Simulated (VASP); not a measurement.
# TaN (Fmm2) in VASP: further runs

The runs below take TaN through single point, with LDA.

Everything below comes from runs of VASP 6.6.1. Logs are shortened: lines on timing, memory, paths and dates and some standing lists are left out, and cuts for length are marked.

**1. The cell of the first run**

Symmetry: Fmm2, No. 42, orthorhombic system. Conventional cell: a = 4.349 Å, b = 4.522 Å, c = 4.522 Å, α = 90.00°, β = 90.00°, γ = 90.00°. Within 2.6 Å of Ta (site symmetry mm2) lie 6 N at 1.99 to 2.54 Å. N (site symmetry mm2) has 6 Ta at 1.99 to 2.54 Å within 2.6 Å.

**2. Single point, LDA (atoms displaced along a vibrational mode, the cell strained)**

File INCAR:

```
SYSTEM = TaN
  ALGO = Normal
  EDIFF = 1E-7
  ENCUT = 520
  GGA = CA
  ISIF = 2
  ISMEAR = 0
  LASPH = .True.
  LCHARG = .False.
  LREAL = .False.
  LWAVE = .False.
  NBANDS = 15
  NELM = 60
  PREC = Accurate
  SIGMA = 0.15
```

File KPOINTS:

```
k-points
0
Gamma
  18 18 18
  0 0 0
```

File POSCAR:

```
TaN
1.0
    0.0000000000      2.2612401490      2.1742693740
    2.2612401490      0.0000000000      2.1742693740
    2.2612401490      2.2612401490      0.0000000000
Ta N
1 1
Direct
    0.4956387160      0.5043612840      0.5043612840
    0.0563407651     -0.0563407651     -0.0563407651
```

Potentials or basis: VASP PAW LDA potentials, release 64 (Ta_pv, N).

On the command line:

```
$ cat potpaw_LDA.64/Ta_pv/POTCAR potpaw_LDA.64/N/POTCAR > POTCAR
$ mpirun -np 1 vasp_std > vasp.out
```

OUTCAR:

```text
SYSTEM = TaN
   EDIFF = 1E-7
   ENCUT = 520
   GGA = CA
   ISIF = 2
   ISMEAR = 0
   LASPH = .True.
   LREAL = .False.
   NELM = 60
   PREC = Accurate

 ion  position               nearest neighbor table
   1  0.496  0.504  0.504-   2 1.99   2 2.19   2 2.19   2 2.28   2 2.28   2 2.54
   2  0.056  0.944  0.944-   1 1.99   1 2.19   1 2.19   1 2.28   1 2.28   1 2.54

  LATTYP: Found a body centered tetragonal cell.
 ALAT       =     3.1978764865
 C/A-ratio  =     1.3598207330

  Lattice vectors:

 A1 = (   0.0000000000,  -2.2612401490,  -2.1742693740)
 A2 = (   0.0000000000,   2.2612401490,  -2.1742693740)
 A3 = (   2.2612401490,   0.0000000000,   2.1742693740)

Analysis of symmetry for initial positions (statically):
=====================================================================
 Subroutine PRICEL returns:
 Original cell was already a primitive cell.

 Routine SETGRP: Setting up the symmetry group for a
 body centered tetragonal supercell.

 Subroutine GETGRP returns: Found  4 space group operations
 (whereof  4 operations were pure point group operations)
 out of a pool of 16 trial point group operations.

The static configuration has the point symmetry C_2v.

Analysis of symmetry for dynamics (positions and initial velocities):
=====================================================================
 Subroutine PRICEL returns:
 Original cell was already a primitive cell.

 Routine SETGRP: Setting up the symmetry group for a
 body centered tetragonal supercell.

 Subroutine GETGRP returns: Found  4 space group operations
 (whereof  4 operations were pure point group operations)
 out of a pool of 16 trial point group operations.

The dynamic configuration has the point symmetry C_2v.

 Subroutine INISYM returns: Found  4 space group operations
 (whereof  4 operations are pure point group operations),
 and found     1 'primitive' translations

----------------------------------------------------------------------------------------

                                     Primitive cell

  volume of cell :      22.2350

  direct lattice vectors                    reciprocal lattice vectors
     0.000000000  2.261240149  2.174269374    -0.221117602  0.221117602  0.229962306
     2.261240149  0.000000000  2.174269374     0.221117602 -0.221117602  0.229962306
     2.261240149  2.261240149  0.000000000     0.221117602  0.221117602 -0.229962306

  length of vectors
     3.136981722  3.136981722  3.197876486     0.388160599  0.388160599  0.388160599

  position of ions in fractional coordinates (direct lattice)
     0.495638716  0.504361284  0.504361284
     0.056340765  0.943659235  0.943659235

  ion indices of the primitive-cell ions
   primitive index   ion index
                 1           1
                 2           2

----------------------------------------------------------------------------------------

 KPOINTS: k-points

Automatic generation of k-mesh.
 Grid dimensions read from file:
 generate k-points for:   18   18   18

 Generating k-lattice:

  Cartesian coordinates                     Fractional coordinates (reciprocal lattice)
    -0.012284311  0.012284311  0.012775684     0.055555556 -0.000000000  0.000000000
     0.012284311 -0.012284311  0.012775684    -0.000000000  0.055555556  0.000000000
     0.012284311  0.012284311 -0.012775684     0.000000000  0.000000000  0.055555556

  Length of vectors
     0.021564478  0.021564478  0.021564478

  Shift w.r.t. Gamma in fractional coordinates (k-lattice)
     0.000000000  0.000000000  0.000000000

 Subroutine IBZKPT returns following result:
 ===========================================

 Found    865 irreducible k-points:

 Following reciprocal coordinates:
            Coordinates               Weight
  0.000000  0.000000  0.000000      1.000000
  0.055556  0.000000  0.000000      8.000000
  0.111111  0.000000  0.000000      8.000000
  0.166667  0.000000  0.000000      8.000000
  0.222222  0.000000  0.000000      8.000000
  0.277778  0.000000  0.000000      8.000000
[... 16 lines left out ...]
 -0.277778  0.055556  0.000000      8.000000
 -0.222222  0.055556  0.000000      8.000000
 [... further k-points ...]
   k-points           NKPTS =    865   k-points in BZ     NKDIM =    865   number of bands    NBANDS=     15
   number of dos      NEDOS =    301   number of ions     NIONS =      2
   total plane-waves  NPLWV =  13824
   dimension x,y,z NGX =    24 NGY =   24 NGZ =   24
   dimension x,y,z NGXF=    48 NGYF=   48 NGZF=   48
   ions per type =               1   1
   NGX,Y,Z   is equivalent  to a cutoff of  12.72, 12.72, 12.48 a.u.
   NGXF,Y,Z  is equivalent  to a cutoff of  25.44, 25.44, 24.95 a.u.
 SYSTEM =  TaN
   PREC   = accura    normal or accurate (medium, high low for compatibility)
   ISTART =      0    job   : 0-new  1-cont  2-samecut
   ICHARG =      2    charge: 1-file 2-atom 10-const
   ISPIN  =      1    spin polarized calculation?
   LNONCOLLINEAR =      F non collinear calculations
   LSORBIT =      F    spin-orbit coupling
   LASPH  =      T    aspherical Exc in radial PAW
   ENCUT  =  520.0 eV  38.22 Ry    6.18 a.u.   5.83  5.83  5.95*2*pi/ulx,y,z
   NELM   =     60;   NELMIN=  2; NELMDL= -5     # of ELM steps
   EDIFF  = 0.1E-06   stopping-criterion for ELM
   LREAL  =      F    real-space projection
   EDIFFG = 0.1E-05   stopping-criterion for IOM
   NSW    =      0    number of steps for IOM
   IBRION =     -1    ionic relax: 0-MD 1-quasi-New 2-CG
   NFREE  =      0    steps in history (QN), initial steepest desc. (CG)
   ISIF   =      2    stress and relaxation
   ISYM   =      2    0-nonsym 1-usesym 2-fastsym
   POTIM  = 0.5000    time-step for ionic-motion
   TEBEG  =    0.0;   TEEND  =   0.0 temperature during run
   PSTRESS=    0.0 pullay stress
   NELECT =      16.0000    total number of electrons
   NUPDOWN=      -1.0000    fix difference up-down
   EMIN   =  10.00;   EMAX   =-10.00  energy-range for DOS
   EFERMI =   0.00;   METHOD = LEGACY
   ISMEAR =     0;   SIGMA  =   0.15  broadening in eV -4-tet -1-fermi 0-gaus
   EFERMI_NEDOS =   21; number of points for ismear=-14 and -15
   IALGO  =     38    algorithm
   IMIX   =      4    mixing-type and parameters
     AMIX     =   0.40;   BMIX     =  1.00
     AMIX_MAG =   1.60;   BMIX_MAG =  1.00
  volume/ion in A,a.u.               =      11.12        75.02
  Fermi-wavevector in a.u.,A,eV,Ry     =   1.467020  2.772265 29.281731  2.152147
  Thomas-Fermi vector in A             =   2.582687
   LORBIT       =      0    0 simple, 1 ext, 2 COOP (PROOUT), +10 PAW based schemes
   GGA     = CA    functional components
   LHFCALC =     F    Hartree Fock is set to
   AEXX    =    0.0000 exact exchange contribution
   IVDW    =     0    specifies the selected vdW correction
   LEPSILON=     F    determine dielectric tensor
   LRPA    =     F    only Hartree local field effects (RPA)
 non-spin polarized calculation
 Gauss-broadening in eV      SIGMA  =   0.15
  energy-cutoff  :      520.00
  volume of cell :       22.23
 maximum number of plane-waves:       612
   NGX = 11   NGY = 11   NGZ = 11

 number of electron      16.0000000 magnetization

 Free energy of the ion-electron system (eV)
  ---------------------------------------------------
  ext. energy  EPLUGINS =         0.00000000
  ---------------------------------------------------
  free energy    TOTEN  =       -23.79559969 eV

  energy without entropy =      -23.78557553  energy(sigma->0) =      -23.79058761

 E-fermi :   8.7453     XC(G=0): -13.3898

 val. band max:        8.7416698669   @ k =   0.0556  -0.1111   0.2778
 cond. band min:       8.7483503413   @ k =   0.1111   0.0556  -0.1667
 fundamental gap:      0.0066804744
 Fermi energy:         8.7452968192

 k-point     1 :       0.0000    0.0000    0.0000
  band No.  band energies     occupation
      1     -26.7277      2.00000
      2     -26.6477      2.00000
      3     -26.6252      2.00000
      4      -9.3792      2.00000
      5       4.0044      2.00000
      6       4.0163      2.00000
      7       4.2209      2.00000
      8       6.8261      2.00000
      9       8.2995      1.99997
     10       8.3427      1.99985
     11       8.7824      0.72670
     12      10.1961      0.00000
     13      10.7222      0.00000
     14      18.1693      0.00000
     15      20.3313      0.00000

 k-point     2 :       0.0556    0.0000    0.0000
  band No.  band energies     occupation
      1     -26.7392      2.00000
      2     -26.6581      2.00000
      3     -26.6325      2.00000
      4      -9.3095      2.00000
      5       3.5745      2.00000
      6       4.0321      2.00000
      7       4.2832      2.00000
      8       6.8542      2.00000
      9       8.0381      2.00000
     10       8.1896      2.00000
     11       9.2962      0.00000
     12      10.3937      0.00000
     13      11.0513      0.00000
     14      18.3909      0.00000
     15      20.3312      0.00000

 k-point     3 :       0.1111    0.0000    0.0000
  band No.  band energies     occupation
      1     -26.7860      2.00000
      2     -26.6853      2.00000
      3     -26.6420      2.00000
      4      -9.1069      2.00000
      5       2.9463      2.00000
      6       3.7687      2.00000
      7       4.1670      2.00000
      8       6.9518      2.00000
      9       7.8644      2.00000
     10       8.0562      2.00000
     11      10.1183      0.00000
     12      10.9657      0.00000
     13      11.7775      0.00000
     14      19.0143      0.00000
     15      20.3310      0.00000
[... 343 lines left out ...]
 k-point    23 :      -0.2778    0.0556    0.0000
  band No.  band energies     occupation
      1     -27.1647      2.00000
      2     -26.7459      2.00000
      3     -26.6989      2.00000
      4      -7.7947      2.00000
      5       0.5336      2.00000
      6       2.3245      2.00000
      7       2.7178      2.00000
      8       8.0569      2.00000
      9       8.9897      0.02118
     10       9.4416      0.00000
     11      13.1616      0.00000
     12      13.4692      0.00000
     13      14.5276      0.00000
     14      20.3104      0.00000
     15      20.7581      0.00000

 k-point    24 :      -0.2222    0.0556    0.0000
  band No.  band energies     occupation
      1     -27.0422      2.00000
      2     -26.7268      2.00000
      3     -26.6866      2.00000
      4      -8.2383      2.00000
      5       1.2273      2.00000
      6       2.7425      2.00000
      7       3.1058      2.00000
      8       7.5561      2.00000
      9       8.6147      1.78166
     10       8.8604      0.27801
     11      12.4466      0.00000
     12      12.7905      0.00000
     13      13.6213      0.00000
     14      20.3258      0.00000
     15      20.9765      0.00000

 [... further k-points ...]
[... 5 lines left out ...]
  --------------------------------------------------------------------------------------
  -------------------------------------------------------------------------------------
  Total        0.1217708     -3.8157568     -1.3652001      0.0000000      0.0000000      0.0000000
  in kB        8.7743945   -274.9505198    -98.3717010      0.0000000      0.0000000      0.0000000
  external PRESSURE =    -121.5159421 kB  Pullay stress =       0.0000000 kB

 VOLUME and BASIS-vectors are now :
 -----------------------------------------------------------------------------
  energy-cutoff  :      520.00
  volume of cell :       22.23
      direct lattice vectors                 reciprocal lattice vectors
     0.000000000  2.261240149  2.174269374    -0.221117602  0.221117602  0.229962306
     2.261240149  0.000000000  2.174269374     0.221117602 -0.221117602  0.229962306
     2.261240149  2.261240149  0.000000000     0.221117602  0.221117602 -0.229962306

 POSITION                                       TOTAL-FORCE (eV/Angst)
 -----------------------------------------------------------------------------------
      2.28096      2.26124      2.17427        -1.948333      0.000000      0.000000
      4.26768      2.26124      2.17427         1.948333      0.000000      0.000000
 -----------------------------------------------------------------------------------
    total drift:                               -0.000093     -0.000000     -0.000000

  FREE ENERGIE OF THE ION-ELECTRON SYSTEM (eV)
  ---------------------------------------------------
  free  energy   TOTEN  =       -23.7955996935 eV

  energy  without entropy=      -23.7855755346  energy(sigma->0) =      -23.79058761
```

Wall time 3.6 min (1 thread of Intel Xeon Platinum 8175M at 2.50GHz (Skylake/Cascade Lake), shared host); peak memory 0.37 GiB.

What came out:

```
Free energy            : -23.7956 eV
Pressure               : -12.2 GPa
Largest force          : 1.948 eV/Å
Band gap on the k mesh : zero (bands 8 and 9 overlap by 2.82 eV)
```

Forces in eV/Å, atoms in the order of the input:
```
Ta  -1.948  0.000  0.000
N    1.948  0.000  0.000
```

Levels at points of the mesh, in eV from the Fermi level:
```
           k point  band 6  band 7  band 8  band 9  band 10  band 11
(0.00, 0.00, 0.00)   -4.73   -4.52   -1.92   -0.45    -0.40     0.04
(0.50, 0.00, 0.00)   -7.08   -6.97    1.53    1.82     2.03     3.63
(0.50, 0.50, 0.00)   -6.11   -4.73   -2.61    2.55     3.43     3.48
(0.50, 0.00, 0.50)   -6.48   -4.70   -2.30    2.46     3.18     3.70
(0.00, 0.50, 0.50)   -4.97   -4.37   -4.25    2.06     3.14     3.17
```

Caveat: the cell differs from its parent crystal (atoms displaced along a vibrational mode, the cell strained); the cell stands under tension; spin-orbit coupling is left out, which moves the levels of the heavy elements; forces of over 1 eV/Å act on the atoms, so gaps and moduli don't describe the material at rest.

**3. Single point, LDA (atoms displaced along a vibrational mode, the cell strained)**

File INCAR:

```
SYSTEM = TaN
PREC = Accurate
ENCUT = 520
EDIFF = 1E-7
ISMEAR = 0
SIGMA = 0.15
LREAL = .False.
LASPH = .True.
NELM = 60
ALGO = Normal
ISIF = 2
LWAVE = .False.
LCHARG = .False.
NBANDS = 15
```

File KPOINTS:

```
Automatic mesh
0
Gamma
  18 18 18
  0 0 0
```

File POSCAR:

```
TaN
1.0
    0.0000000000      2.1453515913      2.1742693740
    2.1453515913      0.0000000000      2.1742693740
    2.1453515913      2.1453515913      0.0000000000
Ta N
1 1
Direct
    0.4956387160      0.5043612840      0.5043612840
    0.0563407651     -0.0563407651     -0.0563407651
```

Potentials or basis: VASP PAW LDA potentials, release 64 (Ta_pv, N).

On the command line:

```
$ cat potpaw_LDA.64/Ta_pv/POTCAR potpaw_LDA.64/N/POTCAR > POTCAR
$ mpirun -np 1 vasp_std > vasp.out
```

Wall time 2.9 min (1 thread of AMD EPYC 9R14 (Zen 4), shared host); peak memory 0.32 GiB.

It converged, with:

```
Free energy            : -23.6604 eV
Pressure               : 28.2 GPa
Largest force          : 4.115 eV/Å
Band gap on the k mesh : zero (bands 8 and 9 overlap by 3.26 eV)
```

Forces in eV/Å, atoms in the order of the input:
```
Ta  -4.115  0.000  0.000
N    4.115  0.000  0.000
```

Stress tensor (GPa, compression positive):
```
60.76  0.00  0.00
 0.00 16.68  0.00
 0.00  0.00  7.22
```

Levels at points of the mesh, in eV from the Fermi level:
| k point | band 5 | band 6 | band 7 | band 8 | band 9 | band 10 | band 11 | band 12 |
| --- | --- | --- | --- | --- | --- | --- | --- | --- |
| (0.00, 0.00, 0.00) | -5.24 | -5.17 | -5.02 | -2.02 | -0.65 | -0.64 | 0.14 | 1.84 |
| (0.50, 0.00, 0.00) | -10.62 | -7.88 | -7.74 | 1.72 | 2.19 | 2.40 | 4.10 | 6.98 |
| (0.50, 0.50, 0.00) | -7.40 | -6.69 | -4.85 | -2.65 | 2.99 | 3.99 | 4.08 | 4.87 |
| (0.50, 0.00, 0.50) | -7.41 | -6.54 | -4.84 | -2.78 | 2.96 | 3.98 | 4.09 | 4.85 |
| (0.00, 0.50, 0.50) | -6.23 | -5.76 | -4.71 | -4.64 | 2.53 | 3.80 | 3.88 | 4.08 |

Caveat: the cell differs from its parent crystal (atoms displaced along a vibrational mode, the cell strained); the cell stands under pressure; spin-orbit coupling is left out, which moves the levels of the heavy elements; forces of over 1 eV/Å act on the atoms, so gaps and moduli don't describe the material at rest.
